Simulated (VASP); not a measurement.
# AlN (Cm) in VASP: notebook

The runs below take AlN through single point, with PBE.

Everything below comes from runs of VASP 6.6.1. Logs are shortened: lines on timing, memory, paths and dates and some standing lists are left out, and cuts for length are marked.

## Step 1: The cell of the first run

It takes space group Cm (No. 8, monoclinic). Conventional cell: a = 5.739 Å, b = 3.313 Å, c = 4.188 Å, α = 90.00°, β = 90.00°, γ = 90.00°. Within 2.4 Å of Al (site symmetry m) lie 5 N at 1.82 to 2.28 Å. Al (site symmetry m) has 5 N at 1.87 to 2.28 Å within 2.5 Å. N (site symmetry m) has 5 Al at 1.87 to 2.28 Å within 2.5 Å. Within 2.4 Å of N (site symmetry m) lie 5 Al at 1.82 to 2.28 Å.

## Step 2: Single point, PBE (mode 4 frozen in at -0.123 Å and mode 10 at -0.066 Å (largest displacements))

The input, INCAR:

```
PREC = Accurate
ENCUT = 520
EDIFF = 1E-6
ISMEAR = 0
SIGMA = 0.05
LREAL = F
LASPH = T
NELM = 60
ALGO = Normal
ISIF = 2
LWAVE = F
LCHARG = T
GGA = PE
LELF = T
LVHAR = T
NBANDS = 16
```

The input, KPOINTS:

```
regular mesh
0
Gamma
  9 9 6
```

The input, POSCAR:

```
AlN
1.0
    3.3134793407      0.0000000000      0.0000000000
   -1.6567396703      2.8695572839      0.0000000000
    0.0000000000      0.0000000000      4.1875902417
Al N
2 2
Direct
    0.3393033764      0.6786067527      0.7652730210
    0.6726367097      0.3452734194      0.2652730210
    0.3218333015      0.6436666031      0.2205797385
    0.6551666349      0.3103332697      0.7205797385
```

Potentials or basis: VASP PAW PBE potentials, release 64 (Al, N).

The run is started by

```bash
$ cat potpaw_PBE.64/Al/POTCAR potpaw_PBE.64/N/POTCAR > POTCAR
$ mpirun -np 1 vasp_std > vasp.out
```

OUTCAR:

```text
PREC = Accurate
   ENCUT = 520
   EDIFF = 1E-6
   ISMEAR = 0
   LREAL = F
   LASPH = T
   NELM = 60
   ISIF = 2
   GGA = PE

 ion  position               nearest neighbor table
   1  0.339  0.679  0.765-   4 1.82   3 1.91   4 1.97   4 1.97   3 2.28   2 2.84   2 2.84   2 2.84
                             2 2.84   2 2.84   2 2.84
   2  0.673  0.345  0.265-   3 1.87   3 1.87   4 1.91   3 2.02   4 2.28   1 2.84   1 2.84   1 2.84
                             1 2.84   1 2.84   1 2.84
   3  0.322  0.644  0.221-   2 1.87   2 1.87   1 1.91   2 2.02   1 2.28
   4  0.655  0.310  0.721-   1 1.82   2 1.91   1 1.97   1 1.97   2 2.28

  LATTYP: Found a hexagonal cell.
 ALAT       =     3.3134793407
 C/A-ratio  =     1.2638045423

  Lattice vectors:

 A1 = (   3.3134793407,   0.0000000000,   0.0000000000)
 A2 = (  -1.6567396703,   2.8695572839,   0.0000000000)
 A3 = (   0.0000000000,   0.0000000000,   4.1875902417)

Analysis of symmetry for initial positions (statically):
=====================================================================
 Subroutine PRICEL returns:
 Original cell was already a primitive cell.

 Routine SETGRP: Setting up the symmetry group for a
 hexagonal supercell.

 Subroutine GETGRP returns: Found  2 space group operations
 (whereof  2 operations were pure point group operations)
 out of a pool of 24 trial point group operations.

The static configuration has the point symmetry C_1h.

Analysis of symmetry for dynamics (positions and initial velocities):
=====================================================================
 Subroutine PRICEL returns:
 Original cell was already a primitive cell.

 Routine SETGRP: Setting up the symmetry group for a
 hexagonal supercell.

 Subroutine GETGRP returns: Found  2 space group operations
 (whereof  2 operations were pure point group operations)
 out of a pool of 24 trial point group operations.

The dynamic configuration has the point symmetry C_1h.

 Subroutine INISYM returns: Found  2 space group operations
 (whereof  2 operations are pure point group operations),
 and found     1 'primitive' translations

----------------------------------------------------------------------------------------

                                     Primitive cell

  volume of cell :      39.8165

  direct lattice vectors                    reciprocal lattice vectors
[... 88 lines left out ...]
   LASPH  =      T    aspherical Exc in radial PAW
   ENCUT  =  520.0 eV  38.22 Ry    6.18 a.u.   6.16  6.16  7.79*2*pi/ulx,y,z
   NELM   =     60;   NELMIN=  2; NELMDL= -5     # of ELM steps
   EDIFF  = 0.1E-05   stopping-criterion for ELM
   LREAL  =      F    real-space projection
   EDIFFG = 0.1E-04   stopping-criterion for IOM
   NSW    =      0    number of steps for IOM
   IBRION =     -1    ionic relax: 0-MD 1-quasi-New 2-CG
   NFREE  =      0    steps in history (QN), initial steepest desc. (CG)
   ISIF   =      2    stress and relaxation
   ISYM   =      2    0-nonsym 1-usesym 2-fastsym
   POTIM  = 0.5000    time-step for ionic-motion
   TEBEG  =    0.0;   TEEND  =   0.0 temperature during run
   PSTRESS=    0.0 pullay stress
   NELECT =      16.0000    total number of electrons
   NUPDOWN=      -1.0000    fix difference up-down
   EMIN   =  10.00;   EMAX   =-10.00  energy-range for DOS
   EFERMI =   0.00;   METHOD = LEGACY
   ISMEAR =     0;   SIGMA  =   0.05  broadening in eV -4-tet -1-fermi 0-gaus
   EFERMI_NEDOS =   21; number of points for ismear=-14 and -15
   IALGO  =     38    algorithm
   IMIX   =      4    mixing-type and parameters
     AMIX     =   0.40;   BMIX     =  1.00
     AMIX_MAG =   1.60;   BMIX_MAG =  1.00
  volume/ion in A,a.u.               =       9.95        67.17
  Fermi-wavevector in a.u.,A,eV,Ry     =   1.208074  2.282930 19.856940  1.459444
  Thomas-Fermi vector in A             =   2.343693
   LORBIT       =      0    0 simple, 1 ext, 2 COOP (PROOUT), +10 PAW based schemes
   GGA     = PE    functional components
   LHFCALC =     F    Hartree Fock is set to
   AEXX    =    0.0000 exact exchange contribution
   IVDW    =     0    specifies the selected vdW correction
   LEPSILON=     F    determine dielectric tensor
   LRPA    =     F    only Hartree local field effects (RPA)
 non-spin polarized calculation
 Gauss-broadening in eV      SIGMA  =   0.05
  energy-cutoff  :      520.00
  volume of cell :       39.82
 maximum number of plane-waves:      1090
 NGX is ok and might be reduce to    28
   NGX = 13   NGY = 13   NGZ = 15

 number of electron      15.9999998 magnetization

 Free energy of the ion-electron system (eV)
  ---------------------------------------------------
  ext. energy  EPLUGINS =         0.00000000
  ---------------------------------------------------
  free energy    TOTEN  =       -29.10051847 eV

  energy without entropy =      -29.10051847  energy(sigma->0) =      -29.10051847

 E-fermi :   7.9589     XC(G=0): -11.1445

 val. band max:        7.7383351804   @ k =   0.0000   0.0000   0.0000
 cond. band min:      11.1295546860   @ k =   0.0000   0.0000   0.0000
 fundamental gap:      3.3912195057
 Fermi energy:         7.9588791155

 k-point     1 :       0.0000    0.0000    0.0000
  band No.  band energies     occupation
      1      -8.8614      2.00000
      2      -5.2977      2.00000
      3       1.1095      2.00000
      4       4.6514      2.00000
      5       4.6704      2.00000
      6       6.3413      2.00000
[... 433 lines left out ...]
      3       1.4022      2.00000
      4       3.0033      2.00000
      5       3.5363      2.00000
      6       3.7665      2.00000
[... 8 lines left out ...]
     15      20.3859      0.00000
     16      20.6791      0.00000

 [... further k-points ...]
[... 5 lines left out ...]
  --------------------------------------------------------------------------------------
  -------------------------------------------------------------------------------------
  Total       -0.2511345      0.2427260      3.2012916      0.0000000     -0.3267369     -0.0000000
  in kB      -10.1054035      9.7670513    128.8167906      0.0000000    -13.1475678     -0.0000000
  external PRESSURE =      42.8261461 kB  Pullay stress =       0.0000000 kB

 VOLUME and BASIS-vectors are now :
 -----------------------------------------------------------------------------
  energy-cutoff  :      520.00
  volume of cell :       39.82
      direct lattice vectors                 reciprocal lattice vectors
     3.313479341  0.000000000  0.000000000     0.301797566  0.174242906  0.000000000
    -1.656739670  2.869557284  0.000000000     0.000000000  0.348485812  0.000000000
     0.000000000  0.000000000  4.187590242     0.000000000  0.000000000  0.238800824

 POSITION                                       TOTAL-FORCE (eV/Angst)
 -----------------------------------------------------------------------------------
      0.00000      1.94730      3.20465        -0.000000     -1.646254     -0.516824
      1.65674      0.99078      1.11085        -0.000000     -1.176739     -0.526044
     -0.00000      1.84704      0.92370         0.000000      1.161793      0.527031
      1.65674      0.89052      3.01749         0.000000      1.661201      0.515838
 -----------------------------------------------------------------------------------
    total drift:                               -0.000000      0.000364      0.000656

  FREE ENERGIE OF THE ION-ELECTRON SYSTEM (eV)
  ---------------------------------------------------
  free  energy   TOTEN  =       -29.1005184701 eV

  energy  without entropy=      -29.1005184701  energy(sigma->0) =      -29.10051847
```

stdout:

```text
POSCAR found type information on POSCAR AlN
 POSCAR found :  2 types and       4 ions
 scaLAPACK will be used
 LDA part: xc-table for (Slater+PW92), standard interpolation
 POSCAR, INCAR and KPOINTS ok, starting setup
 FFT: planning ... GRIDC
 FFT: planning ... GRID_SOFT
 FFT: planning ... GRID
 WAVECAR not read
 entering main loop
```

Wall time 41 s (1 thread of Intel Xeon Platinum 8559C (Emerald Rapids), shared host); peak memory 0.21 GiB.

Results:

| Quantity | Value |
| --- | --- |
| Free energy | -29.1005 eV |
| Pressure | 4.3 GPa |
| Largest force | 1.739 eV/Å |
| Band gap on the k mesh | 3.39 eV, direct |

Forces in eV/Å, atoms in the order of the input:
```
Al   0.000 -1.646 -0.517
Al   0.000 -1.177 -0.526
N    0.000  1.162  0.527
N    0.000  1.661  0.516
```

Stress tensor (GPa, compression positive):
```
-1.01  0.00  0.00
 0.00  0.98 -1.31
 0.00 -1.31 12.88
```

Caveat: the cell differs from its parent crystal (mode 4 frozen in at -0.123 Å and mode 10 at -0.066 Å (largest displacements)); forces of over 1 eV/Å act on the atoms, so gaps and moduli don't describe the material at rest.

## Step 3: Single point, PBE (mode 4 frozen in at -0.246 Å and mode 10 at -0.040 Å (largest displacements))

The input, INCAR:

```
SYSTEM = AlN
PREC = Accurate
ENCUT = 520
EDIFF = 1E-6
ISMEAR = 0
SIGMA = 0.05
LREAL = .False.
LASPH = .True.
NELM = 100
ALGO = Normal
ISIF = 2
LWAVE = .False.
LCHARG = .False.
GGA = PE
NBANDS = 16
```

The input, KPOINTS:

```
Automatic mesh
0
Gamma
  9 9 6
  0 0 0
```

The input, POSCAR:

```
AlN
1.0
    3.3134793407      0.0000000000      0.0000000000
   -1.6567396703      2.8695572839      0.0000000000
    0.0000000000      0.0000000000      4.1875902417
Al N
2 2
Direct
    0.3369153591      0.6738307183      0.7805460420
    0.6702486925      0.3404973850      0.2805460420
    0.3264333143      0.6528666285      0.1911594770
    0.6597666476      0.3195332952      0.6911594770
```

Potentials or basis: VASP PAW PBE potentials, release 64 (Al, N).

The run is started by

```bash
$ cat potpaw_PBE.64/Al/POTCAR potpaw_PBE.64/N/POTCAR > POTCAR
$ mpirun -np 1 vasp_std > vasp.out
```

Wall time 39 s (1 thread of Intel Xeon Platinum 8559C (Emerald Rapids), shared host); peak memory 0.21 GiB.

The run converged. Its results:

| Quantity | Value |
| --- | --- |
| Free energy | -28.5755 eV |
| Pressure | 15.0 GPa |
| Largest force | 3.370 eV/Å |
| Band gap on the k mesh | 3.79 eV, direct |

Forces on the atoms (eV/Å):
```
Al   0.000 -0.661 -3.304
Al   0.000 -0.526 -3.307
N    0.000  0.522  3.308
N    0.000  0.665  3.304
```

Stress tensor (GPa, compression positive):
```
-7.13  0.00  0.00
 0.00 -6.49 -2.25
 0.00 -2.25 58.61
```

Levels at points of the mesh, in eV from the valence-band top:
```
           k point  band 6  band 7  band 8  band 9  band 10  band 11
(0.00, 0.00, 0.00)   -0.96   -0.95    0.00    3.79     4.78     8.92
(0.00, 0.00, 0.50)   -1.91   -1.66   -1.65    5.79     5.79     9.00
```

Caveat: the cell differs from its parent crystal (mode 4 frozen in at -0.246 Å and mode 10 at -0.040 Å (largest displacements)); forces of over 1 eV/Å act on the atoms, so gaps and moduli don't describe the material at rest. A k mesh can miss the band edges.
